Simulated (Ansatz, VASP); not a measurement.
**One calculation of SiC3, two programs**

```
CELL_PARAMETERS angstrom
2.51357 0.00000 0.00000
-1.25679 2.17682 0.00000
0.00000 0.00000 6.52424
ATOMIC_POSITIONS crystal
Si 0.66667 0.33333 0.50000
C 0.33333 0.66667 0.86841
C 0.33333 0.66667 0.13159
C 0.66667 0.33333 0.00000
```

Alike in both runs: task single point; functional PBE; k mesh 6 × 6 × 4; occupations gaussian, width 0.1 eV; collinear spin.

|  | VASP | Ansatz |
| --- | --- | --- |
| version | VASP 6.6.1 | Ansatz 0.2.0 |
| potentials or method | VASP PAW PBE potentials, release 64 (Si, C), cutoff 520 eV | scalar-relativistic, plane waves, PAW |
| valence electrons in the cell | 16 | 16 |

VASP gave:

- gap on the k mesh at the Fermi level (eV): none
- pressure (GPa): 0.2
- traceless stress, the component that is largest in VASP (GPa): -0.02
- rms of the force components (eV/Å): 0.016
- net moment per atom (μB): 0.00

Estimate Ansatz's values.

gap on the k mesh at the Fermi level (eV): none; pressure (GPa): 0.0; traceless stress, the component that is largest in VASP (GPa): -0.10; rms of the force components (eV/Å): 0.000; net moment per atom (μB): 0.00.

Atom by atom the forces differ by 0.016 eV/Å (rms over components). A gap of «none» marks a metal or a gap that the smearing closes. Ansatz's warnings: seeded moment not kept.

The k mesh is coarse, so the values compare programs but aren't converged.
